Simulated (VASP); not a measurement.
# Ir in VASP: notebook

Runs on Ir. Level: PBE+D3(BJ). Tasks: single point.

Everything below comes from runs of VASP 6.6.1. Logs are shortened: lines on timing, memory, paths and dates and some standing lists are left out, and cuts for length are marked.

## 1. The cell of the first run

The cell holds a slab with vacuum, 12 atoms: a = 5.431 Å, b = 5.431 Å, c = 20.435 Å, α = 90.00°, β = 90.00°, γ = 120.00°.

## 2. Single point, PBE+D3(BJ)

File INCAR:

```
PREC = Accurate
ENCUT = 520
EDIFF = 1E-7
ISMEAR = 0
SIGMA = 0.1
LREAL = False
LASPH = True
NELM = 80
ALGO = Normal
ISIF = 2
LWAVE = False
LCHARG = False
LDIPOL = True
IDIPOL = 3
DIPOL = 0.5 0.5 0.498
GGA = PE
IVDW = 12
NBANDS = 66
```

File KPOINTS:

```
regular mesh
0
Gamma
  4 4 1
```

File POSCAR:

```
Ir
1.0
    5.4313155574      0.0000000000      0.0000000000
   -2.7156577787      4.7036572487      0.0000000000
    0.0000000000      0.0000000000     20.4346505826
Ir
12
Direct
    0.3333333333      0.1666666667      0.3914918911
    0.3333333333      0.6666666667      0.3914918911
    0.8333333333      0.1666666667      0.3914918911
    0.8333333333      0.6666666667      0.3914918911
    0.6666666667      0.3333333333      0.4978832214
    0.6666666667      0.8333333333      0.4978832214
    0.1666666667      0.3333333333      0.4978832214
    0.1666666667      0.8333333333      0.4978832214
    0.0000000000      0.5000000000      0.6042734576
    0.0000000000      0.0000000000      0.6042734576
    0.5000000000      0.5000000000      0.6042734576
    0.5000000000      0.0000000000      0.6042734576
```

Potentials or basis: VASP PAW PBE potentials, release 64 (Ir).

Run with:

```console
> cat potpaw_PBE.64/Ir/POTCAR > POTCAR
> mpirun -np 1 vasp_std > vasp.out
```

OUTCAR:

```text
PREC = Accurate
   ENCUT = 520
   EDIFF = 1E-7
   ISMEAR = 0
   LREAL = False
   LASPH = True
   NELM = 80
   ISIF = 2
   GGA = PE
   IVDW = 12
 IVDW          = 12

 ion  position               nearest neighbor table
   1  0.333  0.167  0.391-   7 2.68   5 2.68   8 2.68   3 2.72   3 2.72   2 2.72   2 2.72   4 2.72
                             4 2.72
   2  0.333  0.667  0.391-   8 2.68   6 2.68   7 2.68   4 2.72   4 2.72   3 2.72   1 2.72   1 2.72
                             3 2.72
   3  0.833  0.167  0.391-   5 2.68   7 2.68   6 2.68   1 2.72   1 2.72   2 2.72   4 2.72   4 2.72
                             2 2.72
   4  0.833  0.667  0.391-   6 2.68   8 2.68   5 2.68   2 2.72   2 2.72   1 2.72   3 2.72   3 2.72
                             1 2.72
   5  0.667  0.333  0.498-   9 2.68  12 2.68  11 2.68   3 2.68   1 2.68   4 2.68   7 2.72   7 2.72
                             6 2.72   6 2.72   8 2.72   8 2.72
   6  0.667  0.833  0.498-  10 2.68  11 2.68  12 2.68   4 2.68   2 2.68   3 2.68   8 2.72   8 2.72
                             7 2.72   5 2.72   5 2.72   7 2.72
   7  0.167  0.333  0.498-  11 2.68  10 2.68   9 2.68   1 2.68   3 2.68   2 2.68   5 2.72   5 2.72
                             6 2.72   8 2.72   8 2.72   6 2.72
   8  0.167  0.833  0.498-  12 2.68   9 2.68  10 2.68   2 2.68   4 2.68   1 2.68   6 2.72   6 2.72
                             5 2.72   7 2.72   7 2.72   5 2.72
   9  0.000  0.500  0.604-   5 2.68   8 2.68   7 2.68  11 2.72  11 2.72  12 2.72  10 2.72  10 2.72
                            12 2.72
  10  0.000  0.000  0.604-   6 2.68   7 2.68   8 2.68  12 2.72  12 2.72   9 2.72   9 2.72  11 2.72
                            11 2.72
  11  0.500  0.500  0.604-   7 2.68   6 2.68   5 2.68   9 2.72   9 2.72  12 2.72  12 2.72  10 2.72
                            10 2.72
  12  0.500  0.000  0.604-   8 2.68   5 2.68   6 2.68  10 2.72  10 2.72  11 2.72  11 2.72   9 2.72
                             9 2.72

  LATTYP: Found a hexagonal cell.
 ALAT       =     5.4313155574
 C/A-ratio  =     3.7623758676

  Lattice vectors:

 A1 = (   5.4313155574,   0.0000000000,   0.0000000000)
 A2 = (  -2.7156577787,   4.7036572487,   0.0000000000)
 A3 = (   0.0000000000,   0.0000000000,  20.4346505826)

Analysis of symmetry for initial positions (statically):
=====================================================================
 Subroutine PRICEL returns following result:

  LATTYP: Found a hexagonal cell.
 ALAT       =     2.7156577787
 C/A-ratio  =     7.5247517352

  Lattice vectors:

 A1 = (   2.7156577787,   0.0000000000,   0.0000000000)
 A2 = (  -1.3578288893,   2.3518286243,   0.0000000000)
 A3 = (   0.0000000000,   0.0000000000,  20.4346505826)

   4 primitive cells build up your supercell.

 Routine SETGRP: Setting up the symmetry group for a
 hexagonal supercell.

 Subroutine GETGRP returns: Found 12 space group operations
 (whereof  6 operations were pure point group operations)
 out of a pool of 24 trial point group operations.

The static configuration has the point symmetry C_3v.
 The point group associated with its full space group is D_3d.

Analysis of symmetry for dynamics (positions and initial velocities):
=====================================================================
 Subroutine PRICEL returns following result:

  LATTYP: Found a hexagonal cell.
 ALAT       =     2.7156577787
 C/A-ratio  =     7.5247517352

  Lattice vectors:

 A1 = (   2.7156577787,   0.0000000000,   0.0000000000)
 A2 = (  -1.3578288893,   2.3518286243,   0.0000000000)
 A3 = (   0.0000000000,   0.0000000000,  20.4346505826)

   4 primitive cells build up your supercell.

 Routine SETGRP: Setting up the symmetry group for a
 hexagonal supercell.

 Subroutine GETGRP returns: Found 12 space group operations
 (whereof  6 operations were pure point group operations)
 out of a pool of 24 trial point group operations.

The dynamic configuration has the point symmetry C_3v.
 The point group associated with its full space group is D_3d.

 Subroutine INISYM returns: Found 12 space group operations
 (whereof  6 operations are pure point group operations),
 and found     4 'primitive' translations

----------------------------------------------------------------------------------------

                                     Primitive cell

  volume of cell :     130.5112

  direct lattice vectors                    reciprocal lattice vectors
     2.715657779  0.000000000  0.000000000     0.368234911  0.212600525  0.000000000
    -1.357828889  2.351828624  0.000000000     0.000000000  0.425201050  0.000000000
     0.000000000  0.000000000 20.434650583     0.000000000  0.000000000  0.048936486

  length of vectors
     2.715657779  2.715657779 20.434650583     0.425201050  0.425201050  0.048936486

  position of ions in fractional coordinates (direct lattice)
     0.666666667  0.333333333  0.391491891
     0.333333333  0.666666667  0.497883221
     0.000000000  0.000000000  0.604273458

  ion indices of the primitive-cell ions
   primitive index   ion index
                 1           1
                 2           7
                 3          12

----------------------------------------------------------------------------------------

 KPOINTS: regular mesh

Automatic generation of k-mesh.
 Grid dimensions read from file:
 generate k-points for:    4    4    1

 Generating k-lattice:

  Cartesian coordinates                     Fractional coordinates (reciprocal lattice)
     0.046029364  0.026575066  0.000000000     0.250000000  0.000000000  0.000000000
     0.000000000  0.053150131  0.000000000     0.000000000  0.250000000  0.000000000
     0.000000000  0.000000000  0.048936486     0.000000000  0.000000000  1.000000000

  Length of vectors
     0.053150131  0.053150131  0.048936486

  Shift w.r.t. Gamma in fractional coordinates (k-lattice)
     0.000000000  0.000000000  0.000000000

 Subroutine IBZKPT returns following result:
 ===========================================

 Found      4 irreducible k-points:

 Following reciprocal coordinates:
            Coordinates               Weight
  0.000000  0.000000  0.000000      1.000000
  0.250000  0.000000  0.000000      6.000000
  0.500000  0.000000  0.000000      3.000000
  0.250000  0.250000  0.000000      6.000000
   k-points           NKPTS =      4   k-points in BZ     NKDIM =      4   number of bands    NBANDS=     66
   number of dos      NEDOS =    301   number of ions     NIONS =     12
   total plane-waves  NPLWV = 256000
   dimension x,y,z NGX =    40 NGY =   40 NGZ =  160
   dimension x,y,z NGXF=    80 NGYF=   80 NGZF=  320
   ions per type =              12
   NGX,Y,Z   is equivalent  to a cutoff of  12.24, 12.24, 13.02 a.u.
   NGXF,Y,Z  is equivalent  to a cutoff of  24.49, 24.49, 26.03 a.u.
 SYSTEM =  unknown system
   PREC   = accura    normal or accurate (medium, high low for compatibility)
   ISTART =      0    job   : 0-new  1-cont  2-samecut
   ICHARG =      2    charge: 1-file 2-atom 10-const
   ISPIN  =      1    spin polarized calculation?
   LNONCOLLINEAR =      F non collinear calculations
   LSORBIT =      F    spin-orbit coupling
   LASPH  =      T    aspherical Exc in radial PAW
   ENCUT  =  520.0 eV  38.22 Ry    6.18 a.u.  10.10 10.10 37.99*2*pi/ulx,y,z
   NELM   =     80;   NELMIN=  2; NELMDL= -5     # of ELM steps
   EDIFF  = 0.1E-06   stopping-criterion for ELM
   LREAL  =      F    real-space projection
   EDIFFG = 0.1E-05   stopping-criterion for IOM
   NSW    =      0    number of steps for IOM
   IBRION =     -1    ionic relax: 0-MD 1-quasi-New 2-CG
   NFREE  =      0    steps in history (QN), initial steepest desc. (CG)
   ISIF   =      2    stress and relaxation
   ISYM   =      2    0-nonsym 1-usesym 2-fastsym
   POTIM  = 0.5000    time-step for ionic-motion
   TEBEG  =    0.0;   TEEND  =   0.0 temperature during run
   PSTRESS=    0.0 pullay stress
   NELECT =     108.0000    total number of electrons
   NUPDOWN=      -1.0000    fix difference up-down
   EMIN   =  10.00;   EMAX   =-10.00  energy-range for DOS
   EFERMI =   0.00;   METHOD = LEGACY
   ISMEAR =     0;   SIGMA  =   0.10  broadening in eV -4-tet -1-fermi 0-gaus
   EFERMI_NEDOS =   21; number of points for ismear=-14 and -15
   IALGO  =     38    algorithm
   IMIX   =      4    mixing-type and parameters
     AMIX     =   0.40;   BMIX     =  1.00
     AMIX_MAG =   1.60;   BMIX_MAG =  1.00
  volume/ion in A,a.u.               =      43.50       293.58
  Fermi-wavevector in a.u.,A,eV,Ry     =   0.968234  1.829696 12.755137  0.937476
  Thomas-Fermi vector in A             =   2.098186
   LORBIT       =      0    0 simple, 1 ext, 2 COOP (PROOUT), +10 PAW based schemes
   GGA     = PE    functional components
   LHFCALC =     F    Hartree Fock is set to
   AEXX    =    0.0000 exact exchange contribution
   IVDW    =    12    specifies the selected vdW correction
   LEPSILON=     F    determine dielectric tensor
   LRPA    =     F    only Hartree local field effects (RPA)
 non-spin polarized calculation
 Gauss-broadening in eV      SIGMA  =   0.10
  energy-cutoff  :      520.00
  volume of cell :      522.04
 maximum number of plane-waves:     14073
   NGX = 21   NGY = 21   NGZ = 75

 dipolmoment           0.000000      0.000000      0.000001 electrons x Angstroem

 number of electron     108.0000001 magnetization

 dipolmoment           0.000000      0.000000     -0.000286 electrons x Angstroem

 Free energy of the ion-electron system (eV)
  ---------------------------------------------------
  ext. energy  EPLUGINS =         0.00000000
  ---------------------------------------------------
  free energy    TOTEN  =       -98.91984761 eV

  energy without entropy =      -98.80670365  energy(sigma->0) =      -98.86327563

 E-fermi :  -0.2003     XC(G=0):  -5.4834

 val. band max:       -0.2174497515   @ k =   0.2500   0.2500   0.0000
 cond. band min:      -0.1927066914   @ k =   0.2500   0.0000   0.0000
 fundamental gap:      0.0247430601
 Fermi energy:        -0.2003436396

 k-point     1 :       0.0000    0.0000    0.0000
  band No.  band energies     occupation
      1     -10.4700      2.00000
      2      -8.4297      2.00000
      3      -8.0590      2.00000
      4      -7.7354      2.00000
      5      -7.7354      2.00000
      6      -7.7354      2.00000
[... 58 lines left out ...]
     65       1.3130      0.00000
     66       1.3130      0.00000

 k-point     2 :       0.2500    0.0000    0.0000
  band No.  band energies     occupation
      1      -9.8856      2.00000
      2      -7.8482      2.00000
      3      -7.7403      2.00000
      4      -7.4936      2.00000
      5      -7.2647      2.00000
      6      -7.2647      2.00000
[... 58 lines left out ...]
     65       0.8305      0.00000
     66       2.5077      0.00000

 k-point     3 :       0.5000    0.0000    0.0000
  band No.  band energies     occupation
      1      -8.5295      2.00000
      2      -8.5295      2.00000
      3      -6.9793      2.00000
      4      -6.9793      2.00000
      5      -6.6126      2.00000
      6      -6.6126      2.00000
[... 58 lines left out ...]
     65       1.9398      0.00000
     66       1.9398      0.00000

 k-point     4 :       0.2500    0.2500    0.0000
  band No.  band energies     occupation
      1      -8.8657      2.00000
      2      -7.5759      2.00000
      3      -7.5759      2.00000
      4      -6.9557      2.00000
      5      -6.7136      2.00000
      6      -6.7136      2.00000
[... 58 lines left out ...]
     65       0.6312      0.00000
     66       0.6312      0.00000

------------------------ aborting loop because EDIFF is reached ----------------------------------------

 vacuum level on the upper side and lower side of the slab       (xc-potential included)        -0.077        -0.075

 Edisp (eV)   -5.81025

 E8    (eV) :    -2.8372

  FORCE on cell =-STRESS in cart. coord.  units (eV):
  Direction    XX          YY          ZZ          XY          YZ          ZX
  --------------------------------------------------------------------------------------
  -------------------------------------------------------------------------------------
  Total     -11.59960   -11.59960     0.60211    -0.00000     0.00000     0.00000
  in kB     -35.59966   -35.59966     1.84790    -0.00000     0.00000     0.00000
  external pressure =      -23.12 kB  Pullay stress =        0.00 kB

 VOLUME and BASIS-vectors are now :
 -----------------------------------------------------------------------------
  energy-cutoff  :      520.00
  volume of cell :      522.04
      direct lattice vectors                 reciprocal lattice vectors
     5.431315557  0.000000000  0.000000000     0.184117455  0.106300262  0.000000000
    -2.715657779  4.703657249  0.000000000     0.000000000  0.212600525  0.000000000
     0.000000000  0.000000000 20.434650583     0.000000000  0.000000000  0.048936486

 POSITION                                       TOTAL-FORCE (eV/Angst)
 -----------------------------------------------------------------------------------
      1.35783      0.78394      8.00000         0.000000     -0.000000     -0.043608
     -0.00000      3.13577      8.00000         0.000000     -0.000000     -0.043608
      4.07349      0.78394      8.00000         0.000000     -0.000000     -0.043608
      2.71566      3.13577      8.00000         0.000000     -0.000000     -0.043608
      2.71566      1.56789     10.17407        -0.000000      0.000000     -0.000000
      1.35783      3.91971     10.17407         0.000000      0.000000      0.000000
      0.00000      1.56789     10.17407        -0.000000     -0.000000     -0.000000
     -1.35783      3.91971     10.17407        -0.000000      0.000000     -0.000000
     -1.35783      2.35183     12.34812        -0.000000      0.000000      0.043608
      0.00000      0.00000     12.34812        -0.000000      0.000000      0.043608
      1.35783      2.35183     12.34812        -0.000000      0.000000      0.043608
      2.71566      0.00000     12.34812        -0.000000      0.000000      0.043608
 -----------------------------------------------------------------------------------
    total drift:                                0.000000     -0.000000     -0.035792

  FREE ENERGIE OF THE ION-ELECTRON SYSTEM (eV)
  ---------------------------------------------------
  free  energy   TOTEN  =      -104.7300933384 eV

  energy  without entropy=     -104.6169493771  energy(sigma->0) =     -104.67352136

 vacuum level on the upper side and lower side of the slab         5.047         5.049
```

Run time: 3.4 min. Hardware: 1 thread of Intel Xeon 6975P-C (Granite Rapids), shared host; peak memory 0.56 GiB.

What came out:

```
Free energy                : -104.7301 eV
Largest force              : 0.044 eV/Å
Band gap on the k mesh     : zero (band 54 reaches 0.47 eV, above the bottom of band 55 at -0.69 eV)
Dispersion energy per atom : -0.484 eV
```

Forces in eV/Å, atoms in the order of the input:
```
Ir   0.000  0.000 -0.044
Ir   0.000  0.000 -0.044
Ir   0.000  0.000 -0.044
Ir   0.000  0.000 -0.044
Ir   0.000  0.000  0.000
Ir   0.000  0.000  0.000
Ir   0.000  0.000  0.000
Ir   0.000  0.000  0.000
Ir   0.000  0.000  0.044
Ir   0.000  0.000  0.044
Ir   0.000  0.000  0.044
Ir   0.000  0.000  0.044
```

Caveat: spin-orbit coupling is left out, which moves the levels of the heavy elements.

## 3. Single point, PBE+D3(BJ)

This run uses another cell than the first one, of 52.48 Å³/atom, 1.206 times its volume.

File INCAR:

```
SYSTEM = Ir
ALGO = Normal
DIPOL = 0.5 0.5 0.413
EDIFF = 1E-7
ENCUT = 520
GGA = PE
IDIPOL = 3
ISIF = 2
ISMEAR = 0
IVDW = 12
LASPH = .TRUE.
LCHARG = .FALSE.
LDIPOL = .TRUE.
LREAL = .FALSE.
LWAVE = .FALSE.
NBANDS = 66
NELM = 100
PREC = Accurate
SIGMA = 0.1
```

File KPOINTS:

```
k-points
0
G
  4 4 1
  0 0 0
```

File POSCAR:

```
Ir
1.0
    5.4313155574      0.0000000000      0.0000000000
   -2.7156577787      4.7036572487      0.0000000000
    0.0000000000      0.0000000000     24.6502505826
Ir
12
Direct
    0.3333333333      0.1666666667      0.3245403114
    0.3333333333      0.6666666667      0.3245403114
    0.8333333333      0.1666666667      0.3245403114
    0.8333333333      0.6666666667      0.3245403114
    0.6654657029      0.3309314058      0.4130303163
    0.6654657029      0.8345342971      0.4130303163
    0.1666666667      0.3333333333      0.4129022442
    0.1690685942      0.8345342971      0.4130303163
    0.0010797620      0.4989202380      0.5003596045
    0.0010797620      0.0021595240      0.5003596045
    0.4978404760      0.4989202380      0.5003596045
    0.5000000000      0.0000000000      0.5088569402
```

Potentials or basis: VASP PAW PBE potentials, release 64 (Ir).

Run with:

```console
> cat potpaw_PBE.64/Ir/POTCAR > POTCAR
> mpirun -np 1 vasp_std > vasp.out
```

It took 6.1 min on 1 thread of Intel Xeon 6975P-C (Granite Rapids), shared host; peak memory 0.65 GiB.

It converged, with:

- Free energy: -104.5416 eV
- Largest force: 1.651 eV/Å
- Band gap on the k mesh: zero (band 54 reaches -0.46 eV, above the bottom of band 55 at -1.58 eV)
- Dispersion energy per atom: -0.481 eV

Forces in eV/Å, atoms in the order of the input:
```
Ir   0.103 -0.059 -0.041
Ir   0.000  0.119 -0.041
Ir  -0.103 -0.059 -0.041
Ir   0.000  0.000  0.272
Ir   0.000  0.112  0.137
Ir   0.097 -0.056  0.137
Ir   0.000  0.000 -0.025
Ir  -0.097 -0.056  0.137
Ir  -0.071  0.041  0.371
Ir   0.000 -0.082  0.371
Ir   0.071  0.041  0.371
Ir   0.000  0.000 -1.651
```

Levels at points of the mesh, in eV from the Fermi level:
```
           k point  band 51  band 52  band 53  band 54  band 55  band 56
(0.00, 0.00, 0.00)     0.39     0.41     0.54     0.64     0.64     0.93
(0.50, 0.00, 0.00)    -0.99    -0.88    -0.53    -0.53    -0.47    -0.41
```

Caveat: spin-orbit coupling is left out, which moves the levels of the heavy elements.
